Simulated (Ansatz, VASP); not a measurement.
## One calculation of KSrBr3, two programs

Contents of POSCAR:

```
KSrBr3
1.0
    5.8786657483      0.0000000000      0.0000000000
    0.0000000000      5.8786657483      0.0000000000
    0.0000000000      0.0000000000      5.8786657483
K Sr Br
1 1 3
Direct
    0.0000000000      0.0000000000      0.0000000000
    0.5000000000      0.5000000000      0.5000000000
    0.5000000000      0.5000000000      0.0000000000
    0.5000000000      0.0000000000      0.5000000000
    0.0000000000      0.5000000000      0.5000000000
```

File INCAR.step1:

```
  PREC = Accurate
  ENCUT = 520
  ISMEAR = 0
  SIGMA = 0.01
  LREAL = F
  LASPH = T
  NELM = 80
  NBANDS = 28
  GGA = PE
  ALGO = Normal
  EDIFF = 1E-4
  LWAVE = T
  LCHARG = F
```

The input INCAR.step2:

```
  PREC = Accurate
  ENCUT = 520
  EDIFF = 1E-6
  ISMEAR = 0
  SIGMA = 0.01
  LREAL = F
  LASPH = T
  NELM = 80
  ALGO = Normal
  ISIF = 2
  LWAVE = F
  LCHARG = F
  METAGGA = R2SCAN
  LMIXTAU = T
  NBANDS = 28
  ISTART = 1
```

KPOINTS

```
regular mesh
0
Gamma
  4 4 4
```

Input for Ansatz:

```yaml
crystal:
  lattice:
    - [5.8786657483, 0.0, 0.0]
    - [0.0, 5.8786657483, 0.0]
    - [0.0, 0.0, 5.8786657483]
  atoms:
    - { symbol: K, position: [0.0, 0.0, 0.0] }
    - { symbol: Sr, position: [0.5, 0.5, 0.5] }
    - { symbol: Br, position: [0.5, 0.5, 0.0] }
    - { symbol: Br, position: [0.5, 0.0, 0.5] }
    - { symbol: Br, position: [0.0, 0.5, 0.5] }
kpoints:
  mp_grid: { grid: [4, 4, 4] }
  band_path:
    path: [[0.0, 0.0, 0.0], [0.0, 0.5, 0.0], [0.5, 0.5, 0.0], [0.5, 0.5, 0.5]]
    npoints: 1
hamiltonian:
  xc: r2scan
scf:
  occupations: { method: fixed }
  n_extra_bands: 5
output:
  forces: true
  stress: true
  eigenvalues: true
```

Change from the starting cell: hydrostatic strain -1.0%.

Alike in both runs: task single point; functional r2SCAN; k mesh 4 × 4 × 4; no spin polarisation.

```csv
,VASP,Ansatz
version,VASP 6.6.1,Ansatz 0.2.0
potentials or method,"VASP PAW PBE potentials, release 64 (K_sv, Sr_sv, Br)","plane waves, PAW"
plane-wave cutoff (eV),520,500
occupations,"gaussian, width 0.01 eV",fixed
valence electrons in the cell,40,40
```

Ansatz gave:

* gap on the k mesh at the Fermi level (eV): 4.47
* pressure (GPa): 0.6

Question: What did VASP give for the same quantities?

Answer: gap on the k mesh at the Fermi level (eV): 4.47; pressure (GPa): 0.7.

VASP's potentials were made for PBE, not for r2SCAN.
